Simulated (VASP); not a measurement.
# InAs in VASP: single point with PBE+D3(BJ)

Aim: the single point of InAs with PBE+D3(BJ).

Program: VASP 6.6.1. These are calculated values, not measurements. Logs are shortened: lines on timing, memory, paths and dates and some standing lists are left out, and cuts for length are marked.

## Step 1: The cell of the first run

The cell holds a slab with vacuum, 16 atoms: a = 8.644 Å, b = 8.644 Å, c = 23.187 Å, α = 90.00°, β = 90.00°, γ = 120.00°.

## Step 2: Single point, PBE+D3(BJ)

Contents of INCAR:

```
SYSTEM = InAs
PREC = Accurate ; ENCUT = 520
EDIFF = 1E-6 ; ISMEAR = 0
SIGMA = 0.1 ; LREAL = Auto
LASPH = .TRUE. ; NELM = 100
ALGO = Normal ; ISIF = 2
LWAVE = .FALSE. ; LCHARG = .FALSE.
LDIPOL = .TRUE. ; IDIPOL = 3
DIPOL = 0.5 0.5 0.442 ; GGA = PE
IVDW = 12 ; NBANDS = 86
```

Contents of KPOINTS:

```
regular mesh
0
G
  3 3 1
  0 0 0
```

Contents of POSCAR:

```
InAs
1.0
    8.6438581911      0.0000000000      0.0000000000
   -4.3219290956      7.4858007802      0.0000000000
    0.0000000000      0.0000000000     23.1870504119
As In
8 8
Direct
    0.5000000000      0.0000000000      0.3450201667
    0.5000000000      0.5000000000      0.3450201667
    0.0000000000      0.0000000000      0.3450201667
    0.0000000000      0.5000000000      0.3450201667
    0.6799083001      0.8514416974      0.5035478054
    0.6633444096      0.3263295760      0.5085833104
    0.1720061083      0.8510464740      0.5035640328
    0.1713220734      0.3417711207      0.4980945166
    0.1666666667      0.8333333333      0.3830677005
    0.1666666667      0.3333333333      0.3830677005
    0.6666666667      0.8333333333      0.3830677005
    0.6666666667      0.3333333333      0.3830677005
    0.3395069114      0.6780633236      0.5249072646
    0.3298103193      0.1805619090      0.5454161263
    0.8336772560      0.6669339684      0.5292807679
    0.8517856792      0.1812231831      0.5455016419
```

Potentials or basis: VASP PAW PBE potentials, release 64 (As, In_d).

Command:

```
$ cat potpaw_PBE.64/As/POTCAR potpaw_PBE.64/In_d/POTCAR > POTCAR
$ mpirun -np 1 vasp_std > vasp.out
```

OUTCAR:

```text
SYSTEM = InAs
   PREC = Accurate
   ENCUT = 520
   EDIFF = 1E-6
   ISMEAR = 0
   LREAL = Auto
   LASPH = .TRUE.
   NELM = 100
   ISIF = 2
   GGA = PE
   IVDW = 12
 IVDW          = 12

 ion  position               nearest neighbor table
   1  0.500  0.000  0.345-   9 2.65  12 2.65  11 2.65
   2  0.500  0.500  0.345-  10 2.65  11 2.65  12 2.65
   3  0.000  0.000  0.345-  11 2.65  10 2.65   9 2.65
   4  0.000  0.500  0.345-  12 2.65   9 2.65  10 2.65
   5  0.680  0.851  0.504-  13 2.60  15 2.61  16 2.65  11 2.80
   6  0.663  0.326  0.509-  15 2.59  14 2.65  16 2.65  12 2.91
   7  0.172  0.851  0.504-  13 2.60  15 2.61  14 2.65   9 2.80
   8  0.171  0.342  0.498-  13 2.59  16 2.63  14 2.63  10 2.67
   9  0.167  0.833  0.383-   1 2.65   4 2.65   3 2.65   7 2.80
  10  0.167  0.333  0.383-   2 2.65   3 2.65   4 2.65   8 2.67
  11  0.667  0.833  0.383-   3 2.65   2 2.65   1 2.65   5 2.80
  12  0.667  0.333  0.383-   4 2.65   1 2.65   2 2.65   6 2.91
  13  0.340  0.678  0.525-   8 2.59   5 2.60   7 2.60
  14  0.330  0.181  0.545-   8 2.63   6 2.65   7 2.65
  15  0.834  0.667  0.529-   6 2.59   5 2.61   7 2.61
  16  0.852  0.181  0.546-   8 2.63   6 2.65   5 2.65

  LATTYP: Found a hexagonal cell.
 ALAT       =     8.6438581911
 C/A-ratio  =     2.6824885253

  Lattice vectors:

 A1 = (   8.6438581911,   0.0000000000,   0.0000000000)
 A2 = (  -4.3219290956,   7.4858007802,   0.0000000000)
 A3 = (   0.0000000000,   0.0000000000,  23.1870504119)

Analysis of symmetry for initial positions (statically):
=====================================================================
 Subroutine PRICEL returns:
 Original cell was already a primitive cell.

 Routine SETGRP: Setting up the symmetry group for a
 hexagonal supercell.

 Subroutine GETGRP returns: Found  1 space group operations
 (whereof  1 operations were pure point group operations)
 out of a pool of 24 trial point group operations.

The static configuration has the point symmetry C_1 .

Analysis of symmetry for dynamics (positions and initial velocities):
=====================================================================
 Subroutine PRICEL returns:
 Original cell was already a primitive cell.

 Routine SETGRP: Setting up the symmetry group for a
 hexagonal supercell.

 Subroutine GETGRP returns: Found  1 space group operations
 (whereof  1 operations were pure point group operations)
 out of a pool of 24 trial point group operations.

The dynamic configuration has the point symmetry C_1 .

 Subroutine INISYM returns: Found  1 space group operations
 (whereof  1 operations are pure point group operations),
 and found     1 'primitive' translations

----------------------------------------------------------------------------------------

                                     Primitive cell

  volume of cell :    1500.3459

  direct lattice vectors                    reciprocal lattice vectors
     8.643858191  0.000000000  0.000000000     0.115689080  0.066793121  0.000000000
    -4.321929096  7.485800780  0.000000000     0.000000000  0.133586243  0.000000000
     0.000000000  0.000000000 23.187050412     0.000000000  0.000000000  0.043127521

  length of vectors
     8.643858191  8.643858191 23.187050412     0.133586243  0.133586243  0.043127521

  position of ions in fractional coordinates (direct lattice)
     0.500000000  0.000000000  0.345020167
     0.500000000  0.500000000  0.345020167
     0.000000000  0.000000000  0.345020167
     0.000000000  0.500000000  0.345020167
     0.679908300  0.851441697  0.503547805
     0.663344410  0.326329576  0.508583310
[... 8 lines left out ...]
     0.833677256  0.666933968  0.529280768
     0.851785679  0.181223183  0.545501642

  ion indices of the primitive-cell ions
   primitive index   ion index
                 1           1
                 2           2
                 3           3
                 4           4
                 5           5
                 6           6
[... 8 lines left out ...]
                15          15
                16          16

----------------------------------------------------------------------------------------

 KPOINTS: regular mesh

Automatic generation of k-mesh.
 Grid dimensions read from file:
 generate k-points for:    3    3    1

 Generating k-lattice:

  Cartesian coordinates                     Fractional coordinates (reciprocal lattice)
     0.038563027  0.022264374  0.000000000     0.333333333  0.000000000  0.000000000
     0.000000000  0.044528748  0.000000000     0.000000000  0.333333333  0.000000000
     0.000000000  0.000000000  0.043127521     0.000000000  0.000000000  1.000000000

  Length of vectors
     0.044528748  0.044528748  0.043127521

  Shift w.r.t. Gamma in fractional coordinates (k-lattice)
     0.000000000  0.000000000  0.000000000

 Subroutine IBZKPT returns following result:
 ===========================================

 Found      5 irreducible k-points:

 Following reciprocal coordinates:
            Coordinates               Weight
  0.000000  0.000000  0.000000      1.000000
  0.333333  0.000000  0.000000      2.000000
  0.000000  0.333333  0.000000      2.000000
 -0.333333  0.333333  0.000000      2.000000
  0.333333  0.333333  0.000000      2.000000
   k-points           NKPTS =      5   k-points in BZ     NKDIM =      5   number of bands    NBANDS=     86
   number of dos      NEDOS =    301   number of ions     NIONS =     16
   total plane-waves  NPLWV = 737280
   dimension x,y,z NGX =    64 NGY =   64 NGZ =  180
   dimension x,y,z NGXF=   128 NGYF=  128 NGZF=  360
   ions per type =               8   8
   NGX,Y,Z   is equivalent  to a cutoff of  12.31, 12.31, 12.91 a.u.
   NGXF,Y,Z  is equivalent  to a cutoff of  24.62, 24.62, 25.81 a.u.
 SYSTEM =  InAs
   PREC   = accura    normal or accurate (medium, high low for compatibility)
   ISTART =      0    job   : 0-new  1-cont  2-samecut
   ICHARG =      2    charge: 1-file 2-atom 10-const
   ISPIN  =      1    spin polarized calculation?
   LNONCOLLINEAR =      F non collinear calculations
   LSORBIT =      F    spin-orbit coupling
   LASPH  =      T    aspherical Exc in radial PAW
   ENCUT  =  520.0 eV  38.22 Ry    6.18 a.u.  16.07 16.07 43.11*2*pi/ulx,y,z
   NELM   =    100;   NELMIN=  2; NELMDL= -5     # of ELM steps
   EDIFF  = 0.1E-05   stopping-criterion for ELM
   LREAL  =      T    real-space projection
   EDIFFG = 0.1E-04   stopping-criterion for IOM
   NSW    =      0    number of steps for IOM
   IBRION =     -1    ionic relax: 0-MD 1-quasi-New 2-CG
   NFREE  =      0    steps in history (QN), initial steepest desc. (CG)
   ISIF   =      2    stress and relaxation
   ISYM   =      2    0-nonsym 1-usesym 2-fastsym
   POTIM  = 0.5000    time-step for ionic-motion
   TEBEG  =    0.0;   TEEND  =   0.0 temperature during run
   PSTRESS=    0.0 pullay stress
   NELECT =     144.0000    total number of electrons
   NUPDOWN=      -1.0000    fix difference up-down
   EMIN   =  10.00;   EMAX   =-10.00  energy-range for DOS
   EFERMI =   0.00;   METHOD = LEGACY
   ISMEAR =     0;   SIGMA  =   0.10  broadening in eV -4-tet -1-fermi 0-gaus
   EFERMI_NEDOS =   21; number of points for ismear=-14 and -15
   IALGO  =     38    algorithm
   IMIX   =      4    mixing-type and parameters
     AMIX     =   0.40;   BMIX     =  1.00
     AMIX_MAG =   1.60;   BMIX_MAG =  1.00
  volume/ion in A,a.u.               =      93.77       632.80
  Fermi-wavevector in a.u.,A,eV,Ry     =   0.749546  1.416437  7.644023  0.561820
  Thomas-Fermi vector in A             =   1.846091
   LORBIT       =      0    0 simple, 1 ext, 2 COOP (PROOUT), +10 PAW based schemes
   GGA     = PE    functional components
   LHFCALC =     F    Hartree Fock is set to
   AEXX    =    0.0000 exact exchange contribution
   IVDW    =    12    specifies the selected vdW correction
   LEPSILON=     F    determine dielectric tensor
   LRPA    =     F    only Hartree local field effects (RPA)
 non-spin polarized calculation
 Gauss-broadening in eV      SIGMA  =   0.10
  energy-cutoff  :      520.00
  volume of cell :     1500.35
 maximum number of plane-waves:     40404
   NGX = 33   NGY = 33   NGZ = 87

 number of electron     143.9999986 magnetization

 dipolmoment           0.000000      0.000000     -0.729888 electrons x Angstroem

 Free energy of the ion-electron system (eV)
  ---------------------------------------------------
  ext. energy  EPLUGINS =         0.00000000
  ---------------------------------------------------
  free energy    TOTEN  =       -56.15247998 eV

  energy without entropy =      -56.11420489  energy(sigma->0) =      -56.13334243

 E-fermi :  -1.6303     XC(G=0):  -3.3320

 val. band max:       -1.6305324666   @ k =   0.0000   0.0000   0.0000
 cond. band min:      -1.6250765934   @ k =   0.0000   0.0000   0.0000
 fundamental gap:      0.0054558732
 Fermi energy:        -1.6302951607

 k-point     1 :       0.0000    0.0000    0.0000
  band No.  band energies     occupation
      1     -16.9680      2.00000
      2     -16.9473      2.00000
      3     -16.9428      2.00000
      4     -16.9040      2.00000
      5     -16.8583      2.00000
      6     -16.8473      2.00000
[... 76 lines left out ...]
     83       0.5928      0.00000
     84       0.6027      0.00000

 k-point     2 :       0.3333    0.0000    0.0000
  band No.  band energies     occupation
      1     -16.9657      2.00000
      2     -16.9444      2.00000
      3     -16.9338      2.00000
      4     -16.9022      2.00000
      5     -16.8583      2.00000
      6     -16.8525      2.00000
[... 76 lines left out ...]
     83       1.2452      0.00000
     84       1.3910      0.00000

 k-point     3 :       0.0000    0.3333    0.0000
  band No.  band energies     occupation
      1     -16.9689      2.00000
      2     -16.9446      2.00000
      3     -16.9368      2.00000
      4     -16.9003      2.00000
      5     -16.8566      2.00000
      6     -16.8468      2.00000
[... 76 lines left out ...]
     83       1.1875      0.00000
     84       1.4142      0.00000

 k-point     4 :      -0.3333    0.3333    0.0000
  band No.  band energies     occupation
      1     -16.9657      2.00000
      2     -16.9444      2.00000
      3     -16.9338      2.00000
      4     -16.9023      2.00000
      5     -16.8584      2.00000
      6     -16.8524      2.00000
[... 76 lines left out ...]
     83       1.2447      0.00000
     84       1.3917      0.00000

 k-point     5 :       0.3333    0.3333    0.0000
  band No.  band energies     occupation
      1     -16.9663      2.00000
      2     -16.9417      2.00000
      3     -16.9320      2.00000
      4     -16.9001      2.00000
      5     -16.8564      2.00000
      6     -16.8534      2.00000
[... 76 lines left out ...]
     83       1.5820      0.00000
     84       1.6817      0.00000
 [bands above 84 left out]

------------------------ aborting loop because EDIFF is reached ----------------------------------------

 vacuum level on the upper side and lower side of the slab       (xc-potential included)        -1.188         0.813

 Edisp (eV)   -3.34093

 E8    (eV) :    -1.6145

  FORCE on cell =-STRESS in cart. coord.  units (eV):
  Direction    XX          YY          ZZ          XY          YZ          ZX
  --------------------------------------------------------------------------------------
  -------------------------------------------------------------------------------------
  Total      -0.34910    -0.50586    -0.06764     0.00745    -0.05871    -0.00879
  in kB      -0.37279    -0.54019    -0.07223     0.00796    -0.06270    -0.00938
  external pressure =       -0.33 kB  Pullay stress =        0.00 kB

 VOLUME and BASIS-vectors are now :
 -----------------------------------------------------------------------------
  energy-cutoff  :      520.00
  volume of cell :     1500.35
      direct lattice vectors                 reciprocal lattice vectors
     8.643858191  0.000000000  0.000000000     0.115689080  0.066793121  0.000000000
    -4.321929096  7.485800780  0.000000000     0.000000000  0.133586243  0.000000000
     0.000000000  0.000000000 23.187050412     0.000000000  0.000000000  0.043127521

 POSITION                                       TOTAL-FORCE (eV/Angst)
 -----------------------------------------------------------------------------------
      4.32193      0.00000      8.00000         0.000007     -0.001446      0.241972
      2.16096      3.74290      8.00000         0.003809      0.030890      0.291771
      0.00000      0.00000      8.00000         0.000499      0.005377      0.195157
     -2.16096      3.74290      8.00000        -0.003378      0.030974      0.291873
      2.19716      6.37372     11.67579         0.042747      0.087240      0.211628
      4.32348      2.44284     11.79255         0.007403     -0.043525     -0.031089
[... 8 lines left out ...]
      4.32375      4.99253     12.27246        -0.004804     -0.080142     -0.105204
      6.57948      1.35660     12.64857        -0.183985     -0.003589     -0.166642
 -----------------------------------------------------------------------------------
    total drift:                                0.004868      0.016029     -0.015796

  FREE ENERGIE OF THE ION-ELECTRON SYSTEM (eV)
  ---------------------------------------------------
  free  energy   TOTEN  =       -59.4934118224 eV

  energy  without entropy=      -59.4551367390  energy(sigma->0) =      -59.47427428

 vacuum level on the upper side and lower side of the slab         1.477         3.520
```

It took 85 min on 1 thread of AMD EPYC 7R43 (Zen 3), shared host; peak memory 1.6 GiB.

Results:

| Property | Result |
| --- | --- |
| Free energy | -59.4934 eV |
| Largest force | 0.809 eV/Å |
| Dispersion energy per atom | -0.209 eV |

Forces in eV/Å, atoms in the order of the input:
```
As   0.000 -0.001  0.242
As   0.004  0.031  0.292
As   0.000  0.005  0.195
As  -0.003  0.031  0.292
As   0.043  0.087  0.212
As   0.007 -0.044 -0.031
As  -0.042  0.075  0.208
As   0.002 -0.116  0.631
In  -0.019  0.084 -0.349
In  -0.002 -0.147 -0.795
In   0.018  0.084 -0.349
In   0.000 -0.098 -0.100
In  -0.002  0.079 -0.002
In   0.184  0.012 -0.172
In  -0.005 -0.080 -0.105
In  -0.184 -0.004 -0.167
```

Caveat: spin-orbit coupling is left out, which moves the levels of the heavy elements.
